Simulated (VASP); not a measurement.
# LiSi16 (a cell with a defect) in VASP: single point with PBE

Aim: the single point of LiSi16 (a cell with a defect) with PBE.

All numbers are computed with VASP 6.6.1; they aren't measurements. Logs are shortened: lines on timing, memory, paths and dates and some standing lists are left out, and cuts for length are marked.

## Step 1: The cell of the first run

The cell holds a defect, 17 atoms: a = 7.679 Å, b = 7.679 Å, c = 7.679 Å, α = 60.00°, β = 60.00°, γ = 60.00°.

## Step 2: Single point, PBE, collinear spin

Contents of INCAR:

```
  PREC = Accurate
  ENCUT = 520
  EDIFF = 1E-7
  ISMEAR = -1
  SIGMA = 0.02
  LREAL = Auto
  LASPH = True
  NELM = 150
  ALGO = Normal
  ISIF = 2
  LWAVE = False
  LCHARG = False
  ISPIN = 2
  MAGMOM = 0 0 0 0 0 0 0 0 0 0 0 0 0 0 0 0 1
  LORBIT = 11
  GGA = PE
  NBANDS = 52
```

Contents of KPOINTS:

```
Automatic mesh
0
Gamma
  2 2 2
```

Contents of POSCAR:

```
LiSi16
1.0
    0.0000000000      5.4300000000      5.4300000000
    5.4300000000      0.0000000000      5.4300000000
    5.4300000000      5.4300000000      0.0000000000
Si Li
16 1
Direct
   -0.0004772240     -0.0010531713     -0.0121236808
    0.1233797182      0.1227275952      0.1192874409
   -0.0009955246     -0.0015024500      0.4989204937
    0.1212272613      0.1206196631      0.6211242258
   -0.0065502360      0.4972085235     -0.0021736888
    0.1233244054      0.6195270587      0.1199150884
   -0.0004749913      0.4873767815      0.4994219152
    0.1233840631      0.6188271425      0.6232730423
    0.4978515788     -0.0071142392     -0.0022745768
    0.6200768389      0.1226728779      0.1199984400
    0.4879806093     -0.0010486748      0.4994243325
    0.6193818455      0.1227280322      0.6232692989
    0.4977107298      0.4971019510     -0.0023901755
    0.6217022132      0.6211419130      0.1216068762
    0.4979349720      0.4971908197      0.4933544105
    0.6200082472      0.6195418396      0.6232148068
    0.8712014931      0.8706840373      0.3711082509
```

Potentials or basis: VASP PAW PBE potentials, release 64 (Si, Li_sv).

Launch:

```console
$ cat potpaw_PBE.64/Si/POTCAR potpaw_PBE.64/Li_sv/POTCAR > POTCAR
$ mpirun -np 1 vasp_std > vasp.out
```

OUTCAR:

```text
PREC = Accurate
   ENCUT = 520
   EDIFF = 1E-7
   ISMEAR = -1
   LREAL = Auto
   LASPH = True
   NELM = 150
   ISIF = 2
   ISPIN = 2
   LORBIT = 11
   GGA = PE

 ion  position               nearest neighbor table
   1  1.000  0.999  0.988-   4 2.30   2 2.38   6 2.38  10 2.38  17 2.40
   2  0.123  0.123  0.119-   9 2.35   5 2.35   1 2.38   3 2.38  17 2.74
   3  0.999  0.998  0.499-   4 2.30  12 2.38   2 2.38   8 2.38  17 2.40
   4  0.121  0.121  0.621-   3 2.30   1 2.30  11 2.30   7 2.30
   5  0.993  0.497  0.998-  14 2.33   6 2.35   2 2.35   8 2.35
   6  0.123  0.620  0.120-   5 2.35  13 2.35   1 2.38   7 2.38  17 2.73
   7  1.000  0.487  0.499-   4 2.30   8 2.38   6 2.38  16 2.38  17 2.40
   8  0.123  0.619  0.623-  15 2.35   5 2.35   7 2.38   3 2.38  17 2.74
   9  0.498  0.993  0.998-  14 2.33  10 2.35  12 2.35   2 2.35
  10  0.620  0.123  0.120-   9 2.35  13 2.35  11 2.38   1 2.38  17 2.73
  11  0.488  0.999  0.499-   4 2.30  12 2.38  16 2.38  10 2.38  17 2.40
  12  0.619  0.123  0.623-   9 2.35  15 2.35  11 2.38   3 2.38  17 2.74
  13  0.498  0.497  0.998-  14 2.33   6 2.35  16 2.35  10 2.35
  14  0.622  0.621  0.122-   9 2.33  15 2.33   5 2.33  13 2.33
  15  0.498  0.497  0.493-  14 2.33  16 2.35  12 2.35   8 2.35
  16  0.620  0.620  0.623-  15 2.35  13 2.35  11 2.38   7 2.38  17 2.73
  17  0.871  0.871  0.371-  11 2.40   1 2.40   7 2.40   3 2.40  10 2.73  16 2.73   6 2.73  12 2.74
                             2 2.74   8 2.74

  LATTYP: Found a face centered cubic cell.
 ALAT       =    10.8600000000

  Lattice vectors:

 A1 = (   0.0000000000,   5.4300000000,   5.4300000000)
 A2 = (   5.4300000000,   0.0000000000,   5.4300000000)
 A3 = (   5.4300000000,   5.4300000000,   0.0000000000)

Analysis of symmetry for initial positions (statically):
=====================================================================
 Subroutine PRICEL returns:
 Original cell was already a primitive cell.

 Routine SETGRP: Setting up the symmetry group for a
 face centered cubic supercell.

 Subroutine GETGRP returns: Found  1 space group operations
 (whereof  1 operations were pure point group operations)
 out of a pool of 48 trial point group operations.

The static configuration has the point symmetry C_1 .

Analysis of symmetry for dynamics (positions and initial velocities):
=====================================================================
 Subroutine PRICEL returns:
 Original cell was already a primitive cell.

 Routine SETGRP: Setting up the symmetry group for a
 face centered cubic supercell.

 Subroutine GETGRP returns: Found  1 space group operations
 (whereof  1 operations were pure point group operations)
 out of a pool of 48 trial point group operations.

The dynamic configuration has the point symmetry C_1 .

Analysis of structural, dynamic, and magnetic symmetry:
=====================================================================
 Subroutine PRICEL returns:
 Original cell was already a primitive cell.

 Routine SETGRP: Setting up the symmetry group for a
 face centered cubic supercell.

 Subroutine GETGRP returns: Found  1 space group operations
 (whereof  1 operations were pure point group operations)
 out of a pool of 48 trial point group operations.

The overall configuration has the point symmetry C_1 .

 Subroutine INISYM returns: Found  1 space group operations
 (whereof  1 operations are pure point group operations),
 and found     1 'primitive' translations

----------------------------------------------------------------------------------------

                                     Primitive cell

  volume of cell :     320.2060

  direct lattice vectors                    reciprocal lattice vectors
     0.000000000  5.430000000  5.430000000    -0.092081031  0.092081031  0.092081031
     5.430000000  0.000000000  5.430000000     0.092081031 -0.092081031  0.092081031
     5.430000000  5.430000000  0.000000000     0.092081031  0.092081031 -0.092081031

  length of vectors
     7.679179644  7.679179644  7.679179644     0.159489025  0.159489025  0.159489025

  position of ions in fractional coordinates (direct lattice)
     0.999522776  0.998946829  0.987876319
     0.123379718  0.122727595  0.119287441
     0.999004475  0.998497550  0.498920494
     0.121227261  0.120619663  0.621124226
     0.993449764  0.497208523  0.997826311
     0.123324405  0.619527059  0.119915088
[... 9 lines left out ...]
     0.620008247  0.619541840  0.623214807
     0.871201493  0.870684037  0.371108251

[... 64 lines left out ...]
 SYSTEM =  unknown system
   PREC   = accura    normal or accurate (medium, high low for compatibility)
   ISTART =      0    job   : 0-new  1-cont  2-samecut
   ICHARG =      2    charge: 1-file 2-atom 10-const
   ISPIN  =      2    spin polarized calculation?
   LNONCOLLINEAR =      F non collinear calculations
   LSORBIT =      F    spin-orbit coupling
   LASPH  =      T    aspherical Exc in radial PAW
   ENCUT  =  520.0 eV  38.22 Ry    6.18 a.u.  14.28 14.28 14.28*2*pi/ulx,y,z
   NELM   =    150;   NELMIN=  2; NELMDL= -5     # of ELM steps
   EDIFF  = 0.1E-06   stopping-criterion for ELM
   LREAL  =      T    real-space projection
   EDIFFG = 0.1E-05   stopping-criterion for IOM
   NSW    =      0    number of steps for IOM
   IBRION =     -1    ionic relax: 0-MD 1-quasi-New 2-CG
   NFREE  =      0    steps in history (QN), initial steepest desc. (CG)
   ISIF   =      2    stress and relaxation
   ISYM   =      2    0-nonsym 1-usesym 2-fastsym
   POTIM  = 0.5000    time-step for ionic-motion
   TEBEG  =    0.0;   TEEND  =   0.0 temperature during run
   PSTRESS=    0.0 pullay stress
   NELECT =      67.0000    total number of electrons
   NUPDOWN=      -1.0000    fix difference up-down
   EMIN   =  10.00;   EMAX   =-10.00  energy-range for DOS
   EFERMI =   0.00;   METHOD = LEGACY
   ISMEAR =    -1;   SIGMA  =   0.02  broadening in eV -4-tet -1-fermi 0-gaus
   EFERMI_NEDOS =   21; number of points for ismear=-14 and -15
   IALGO  =     38    algorithm
   IMIX   =      4    mixing-type and parameters
     AMIX     =   0.40;   BMIX     =  1.00
     AMIX_MAG =   1.60;   BMIX_MAG =  1.00
  volume/ion in A,a.u.               =      18.84       127.11
  Fermi-wavevector in a.u.,A,eV,Ry     =   0.971904  1.836632 12.852022  0.944597
  Thomas-Fermi vector in A             =   2.102159
   LORBIT       =     11    0 simple, 1 ext, 2 COOP (PROOUT), +10 PAW based schemes
   GGA     = PE    functional components
   LHFCALC =     F    Hartree Fock is set to
   AEXX    =    0.0000 exact exchange contribution
   IVDW    =     0    specifies the selected vdW correction
   LEPSILON=     F    determine dielectric tensor
   LRPA    =     F    only Hartree local field effects (RPA)
 spin polarized calculation
  energy-cutoff  :      520.00
  volume of cell :      320.21
 maximum number of plane-waves:      8646
 NGX is ok and might be reduce to    60
   NGX = 29   NGY = 29   NGZ = 29

 number of electron      67.0000001 magnetization      -0.0648204

 number of electron      67.0000001 magnetization       0.0248828

 Free energy of the ion-electron system (eV)
  ---------------------------------------------------
  ext. energy  EPLUGINS =         0.00000000
  ---------------------------------------------------
  free energy    TOTEN  =       -86.86762957 eV

  energy without entropy =      -86.85887464  energy(sigma->0) =      -86.86325210

 E-fermi :   6.6618     XC(G=0):  -9.5299

 val. band max:        6.6617222828   @ k =   0.0000   0.0000   0.0000
 cond. band min:       6.6628101542   @ k =   0.0000   0.0000   0.0000
 fundamental gap:      0.0010878714
 Fermi energy:         6.6617875334

 spin component 1

 k-point     1 :       0.0000    0.0000    0.0000
  band No.  band energies     occupation
      1     -40.4699      1.00000
      2      -5.9824      1.00000
      3      -3.7466      1.00000
      4      -3.6578      1.00000
      5      -3.6563      1.00000
      6      -3.6519      1.00000
[... 373 lines left out ...]
     44      10.2466      0.00000
     45      10.3296      0.00000
 Fermi energy:         6.6617875334

 spin component 2

 k-point     1 :       0.0000    0.0000    0.0000
  band No.  band energies     occupation
      1     -40.4700      1.00000
      2      -5.9808      1.00000
      3      -3.7453      1.00000
      4      -3.6566      1.00000
      5      -3.6550      1.00000
      6      -3.6507      1.00000
[... 373 lines left out ...]
     44      10.2529      0.00000
     45      10.3325      0.00000
 [bands above 45 left out]

------------------------ aborting loop because EDIFF is reached ----------------------------------------

  FORCE on cell =-STRESS in cart. coord.  units (eV):
  Direction    XX          YY          ZZ          XY          YZ          ZX
  --------------------------------------------------------------------------------------
  -------------------------------------------------------------------------------------
  Total        7.0630812      7.0550691      7.0616432      0.0515566      0.0511581      0.0549083
  in kB       35.3407121     35.3006230     35.3335169      0.2579678      0.2559737      0.2747384
  external PRESSURE =      35.3249506 kB  Pullay stress =       0.0000000 kB

 VOLUME and BASIS-vectors are now :
 -----------------------------------------------------------------------------
  energy-cutoff  :      520.00
  volume of cell :      320.21
      direct lattice vectors                 reciprocal lattice vectors
     0.000000000  5.430000000  5.430000000    -0.092081031  0.092081031  0.092081031
     5.430000000  0.000000000  5.430000000     0.092081031 -0.092081031  0.092081031
     5.430000000  5.430000000  0.000000000     0.092081031  0.092081031 -0.092081031

 POSITION                                       TOTAL-FORCE (eV/Angst)
 -----------------------------------------------------------------------------------
     10.78845     10.79158     10.85169        -0.003184     -0.000418     -0.009491
      1.31414      1.31768      1.33636         0.021136      0.017640     -0.004373
      8.13098      8.13373     10.84644        -0.014282     -0.010606     -0.013973
      4.02767      4.03097      1.31323         0.010020      0.007474      0.009756
      8.11804     10.81263      8.09427        -0.024184     -0.000516      0.006987
      4.01517      1.32079      4.03368        -0.000072      0.004278     -0.004076
[... 9 lines left out ...]
      6.74817      6.75070      6.73076        -0.004235      0.005560     -0.000709
      6.74293      6.74574      9.45844         0.003252      0.007753      0.004058
 -----------------------------------------------------------------------------------
    total drift:                               -0.007146     -0.006108     -0.006539

  FREE ENERGIE OF THE ION-ELECTRON SYSTEM (eV)
  ---------------------------------------------------
  free  energy   TOTEN  =       -86.8676295653 eV

  energy  without entropy=      -86.8588746432  energy(sigma->0) =      -86.86325210

 total charge

# of ion       s       p       d       tot
------------------------------------------
    1        0.745   0.964   0.000   1.709
    2        0.737   0.948   0.000   1.685
    3        0.745   0.964   0.000   1.709
    4        0.733   0.979   0.000   1.712
    5        0.742   0.954   0.000   1.697
    6        0.737   0.948   0.000   1.686
[... 9 lines left out ...]
   16        0.737   0.948   0.000   1.686
   17        2.028   0.088   0.000   2.115
--------------------------------------------------
tot         13.869  15.398   0.000  29.267

 magnetization (x)

# of ion       s       p       d       tot
------------------------------------------
    1       -0.000   0.000   0.000   0.000
    2        0.000  -0.000   0.000   0.000
    3       -0.000   0.000   0.000   0.000
    4       -0.000  -0.000   0.000  -0.000
    5       -0.000   0.000   0.000   0.000
    6        0.000  -0.000   0.000   0.000
[... 9 lines left out ...]
   16        0.000  -0.000   0.000   0.000
   17       -0.000  -0.000   0.000  -0.000
--------------------------------------------------
tot          0.002   0.001   0.000   0.003
```

It took 6.4 min on 1 thread of AMD EPYC 9R45 (Zen 5), shared host; peak memory 0.68 GiB.

What came out:

```yaml
Free_energy: -86.8676 eV
Largest_force: 0.029 eV/Å
Net_moment: 0.02 μB per cell
Valence_electrons_inside_the_program's_atomic_spheres: Si 1.71, 1.69, 1.70 (each value once); Li 2.12
```

Forces on the atoms (eV/Å):
```
Si  -0.003  0.000 -0.009
Si   0.021  0.018 -0.004
Si  -0.014 -0.011 -0.014
Si   0.010  0.007  0.010
Si  -0.024 -0.001  0.007
Si   0.000  0.004 -0.004
Si   0.002 -0.013  0.003
Si   0.016 -0.004  0.015
Si   0.002 -0.022  0.001
Si   0.002 -0.005  0.004
Si  -0.008 -0.001 -0.004
Si  -0.005  0.019  0.021
Si   0.003  0.003  0.003
Si  -0.008 -0.006 -0.008
Si   0.007 -0.002 -0.024
Si  -0.004  0.006 -0.001
Li   0.003  0.008  0.004
```

Levels at points of the mesh, in eV from the Fermi level:
Spin up:
```csv
k point,band 29,band 30,band 31,band 32,band 33,band 34,band 35,band 36,band 37,band 38
"(0.00, 0.00, 0.00)",-1.79,-1.79,-0.67,-0.67,-0.67,-0.08,-0.07,-0.07,-0.01,-0.01
"(0.50, 0.00, 0.00)",-2.78,-1.48,-1.47,-1.40,-1.40,0.51,0.70,0.70,0.87,0.88
"(0.00, 0.50, 0.00)",-2.78,-1.49,-1.48,-1.40,-1.40,0.51,0.69,0.70,0.88,0.88
"(0.00, 0.00, 0.50)",-2.78,-1.48,-1.47,-1.40,-1.40,0.51,0.69,0.70,0.88,0.88
"(0.50, 0.50, 0.50)",-2.77,-1.48,-1.48,-1.40,-1.40,0.51,0.69,0.69,0.89,0.89
"(0.50, 0.50, 0.00)",-2.58,-2.05,-2.05,-1.97,-1.94,0.37,0.43,1.49,1.63,1.63
"(0.00, 0.50, 0.50)",-2.58,-2.05,-2.05,-1.97,-1.94,0.37,0.43,1.49,1.63,1.63
"(0.50, 0.00, 0.50)",-2.58,-2.05,-2.04,-1.97,-1.94,0.37,0.43,1.49,1.62,1.63
```
Spin down:
| k point | band 29 | band 30 | band 31 | band 32 | band 33 | band 34 | band 35 | band 36 | band 37 | band 38 |
| --- | --- | --- | --- | --- | --- | --- | --- | --- | --- | --- |
| (0.00, 0.00, 0.00) | -1.79 | -1.79 | -0.67 | -0.67 | -0.67 | -0.08 | -0.07 | -0.07 | 0.00 | 0.00 |
| (0.50, 0.00, 0.00) | -2.78 | -1.48 | -1.47 | -1.40 | -1.40 | 0.51 | 0.70 | 0.70 | 0.88 | 0.88 |
| (0.00, 0.50, 0.00) | -2.78 | -1.49 | -1.47 | -1.40 | -1.40 | 0.51 | 0.70 | 0.70 | 0.88 | 0.88 |
| (0.00, 0.00, 0.50) | -2.78 | -1.48 | -1.47 | -1.40 | -1.40 | 0.51 | 0.70 | 0.70 | 0.88 | 0.88 |
| (0.50, 0.50, 0.50) | -2.77 | -1.48 | -1.48 | -1.40 | -1.40 | 0.52 | 0.69 | 0.70 | 0.89 | 0.89 |
| (0.50, 0.50, 0.00) | -2.58 | -2.05 | -2.05 | -1.96 | -1.94 | 0.38 | 0.43 | 1.49 | 1.63 | 1.63 |
| (0.00, 0.50, 0.50) | -2.58 | -2.05 | -2.05 | -1.96 | -1.94 | 0.38 | 0.43 | 1.49 | 1.63 | 1.63 |
| (0.50, 0.00, 0.50) | -2.58 | -2.05 | -2.04 | -1.97 | -1.94 | 0.38 | 0.43 | 1.49 | 1.63 | 1.63 |

Caveat: the k points lie up to 0.50 Å⁻¹ apart; the cutoff is under 1.25 times the usual one of these potentials, so pressure, stress and relaxed cells hold a basis-set (Pulay) error.
